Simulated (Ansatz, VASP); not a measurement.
**Ge in VASP and in Ansatz**

File POSCAR:

```
Ge
1.0
    0.0000000000      2.8360149687      2.8360149687
    2.8360149687      0.0000000000      2.8360149687
    2.8360149687      2.8360149687      0.0000000000
Ge
2
Direct
    0.5000000000      0.5000000000      0.5000000000
    0.7500000000      0.7500000000      0.7500000000
```

Contents of INCAR.step1:

```
ALGO     = Normal         # electronic algorithm
EDIFF    = 1E-4           # SCF threshold, eV
ENCUT    = 520            # plane-wave cutoff, eV
GGA      = PE             # functional
ISMEAR   = -1             # smearing method
LASPH    = True           # aspherical terms in the spheres
LCHARG   = False          # write CHGCAR
LREAL    = False          # projectors in reciprocal space
LWAVE    = True           # write WAVECAR
NBANDS   = 21             # bands
NELM     = 100            # most SCF steps
PREC     = Accurate       # precision mode
SIGMA    = 0.05           # smearing width, eV
```

Contents of INCAR.step2:

```
ALGO     = Normal         # electronic algorithm
EDIFF    = 1E-6           # SCF threshold, eV
ENCUT    = 520            # plane-wave cutoff, eV
ISIF     = 2              # what is computed and relaxed
ISMEAR   = -1             # smearing method
ISTART   = 1            
LASPH    = True           # aspherical terms in the spheres
LCHARG   = False          # write CHGCAR
LMIXTAU  = True         
LREAL    = False          # projectors in reciprocal space
LWAVE    = False          # write WAVECAR
METAGGA  = R2SCAN         # meta-GGA
NBANDS   = 21             # bands
NELM     = 100            # most SCF steps
PREC     = Accurate       # precision mode
SIGMA    = 0.05           # smearing width, eV
```

File KPOINTS:

```
k-points
0
Gamma
  14 14 14
```

Input for Ansatz:

```yaml
crystal:
  lattice:
    - [0.0, 2.8360149687, 2.8360149687]
    - [2.8360149687, 0.0, 2.8360149687]
    - [2.8360149687, 2.8360149687, 0.0]
  atoms:
    - { symbol: Ge, position: [0.5, 0.5, 0.5] }
    - { symbol: Ge, position: [0.75, 0.75, 0.75] }
hamiltonian:
  xc: r2scan
  pseudopotentials:
    kind: paw
    azcp:
      Ge: "pseudopotentials/Ge.paw.azcp"
basis:
  ecutwfc: 500
  fft_grid_basis: typed
kpoints:
  mp_grid: { grid: [14, 14, 14], shift: [0, 0, 0] }
magnetization:
  spin_polarized: false
scf:
  occupations: { method: fermi_dirac, width: 0.05 }
  lower_state_search: "off"
output:
  stress: true
```

Alike in both runs: task single point; functional r2SCAN; k mesh 14 × 14 × 14; occupations fermi-dirac, width 0.05 eV; no spin polarisation.

|  | VASP | Ansatz |
| --- | --- | --- |
| version | VASP 6.6.1 | Ansatz 0.2.0 |
| potentials or method | VASP PAW PBE potentials, release 64 (Ge_d), cutoff 520 eV | plane waves (500 eV) with PAW, scalar-relativistic |
| valence electrons in the cell | 28 | 28 |

VASP gave:

```
pressure (GPa) : 0.2
```

Problem. Which values does Ansatz return?

Solution. Pressure (GPa): 0.1.

VASP's potentials were made for PBE, not for r2SCAN.
